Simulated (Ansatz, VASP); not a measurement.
## La in VASP and in Ansatz

INCAR

```
SYSTEM = La
PREC = Accurate
ENCUT = 520
EDIFF = 1E-6
ISMEAR = 0
SIGMA = 0.0829
LREAL = .False.
LASPH = .True.
NELM = 100
ALGO = Normal
ISIF = 2
LWAVE = .False.
LCHARG = .False.
GGA = PE
NBANDS = 12
```

The input KPOINTS:

```
regular mesh
0
Gamma
  12 12 12
  0 0 0
```

The input POSCAR:

```
La
1.0
   -2.0417170000      2.0417170000      2.0417170000
    2.0417170000     -2.0417170000      2.0417170000
    2.0417170000      2.0417170000     -2.0417170000
La
1
Direct
    0.0000000000      0.0000000000      0.0000000000
```

Input for Ansatz:

```yaml
crystal:
  lattice:
    - [-2.041717, 2.041717, 2.041717]
    - [2.041717, -2.041717, 2.041717]
    - [2.041717, 2.041717, -2.041717]
  atoms:
    - { symbol: La, position: [0.0, 0.0, 0.0] }
  symmetry: { tolerance: 0.0003 }
kpoints:
  mp_grid: { grid: [12, 12, 12], shift: [0, 0, 0] }
  band_path:
    path:
      - [0.0, 0.0, 0.0]
      - [0.5, -0.5, 0.5]
      - [0.0, 0.0, 0.5]
      - [0.0, 0.0, 0.0]
      - [0.25, 0.25, 0.25]
      - [0.5, -0.5, 0.5]
      - [0.25, 0.25, 0.25]
      - [0.0, 0.0, 0.5]
    npoints: 8
magnetization:
  spin_polarized: false
scf:
  occupations: { method: gaussian, width: 0.0829 }
  lower_state_search: "off"
  max_iter: 200
hamiltonian:
  pseudopotentials: { kind: paw }
  xc: pbe
basis:
  ecutwfc: 420
  fft_grid_basis: typed
output:
  forces: true
  stress: true
  eigenvalues: true
  bader: true
  populations: true
  elf: true
  write_potential: true
  volumetric_format: npy
  dos:
    e_range: [-12, 8]
    de: 0.05
    projected: { site_lists: { La: [La] } }
checkpoint:
  read: saved_state
```

Alike in both runs: task single point; functional PBE; k mesh 12 × 12 × 12; occupations gaussian, width 0.0829 eV; no spin polarisation.

|  | VASP | Ansatz |
| --- | --- | --- |
| version | VASP 6.6.1 | Ansatz 0.2.0 |
| potentials or method | VASP PAW PBE potentials, release 64 (La), cutoff 520 eV | PAW plane waves |
| valence electrons in the cell | 11 | 11 |

```tsv
	VASP	Ansatz	Ansatz less VASP
pressure (GPa)	3.3	3.2	-0.06
```

Neither program's run includes spin-orbit coupling.
